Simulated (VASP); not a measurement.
Here is a VASP 6.6.1 calculation.

The input INCAR:

```
ALGO     = Normal         # electronic algorithm
EDIFF    = 1E-6           # SCF threshold, eV
ENCUT    = 520            # plane-wave cutoff, eV
GGA      = PS             # functional
ISIF     = 2              # what is computed and relaxed
ISMEAR   = 0              # smearing method
LASPH    = T              # aspherical terms in the spheres
LCHARG   = F              # write CHGCAR
LREAL    = F              # projectors in reciprocal space
LWAVE    = F              # write WAVECAR
NBANDS   = 14             # bands
NELM     = 60             # most SCF steps
PREC     = Accurate       # precision mode
SIGMA    = 0.01           # smearing width, eV
```

File KPOINTS:

```
k-points
0
Gamma
  8 8 8
```

The input POSCAR:

```
NaCl
1.0
    2.7398560400      2.7398560400      0.0000000000
   -2.7398560400      2.7398560400      0.0000000000
    0.0000000000      2.7398560400      2.7398560400
Na Cl
1 1
Direct
    0.0000000000      0.0000000000      0.0000000000
    0.5000000000      0.5000000000      0.0000000000
```

Potentials or basis: VASP PAW PBE potentials, release 64 (Na_pv, Cl).

Command:

```console
$ cat potpaw_PBE.64/Na_pv/POTCAR potpaw_PBE.64/Cl/POTCAR > POTCAR
$ mpirun -np 1 vasp_std > vasp.out
```

**Question.** Estimate the band gap on the k mesh.

**Answer.** 5.27 eV.

**Question.** What does it give for the pressure?

**Answer.** 2.0 GPa.

Caveat: the PAW data sets were made with another functional, which shifts forces and pressure a little.
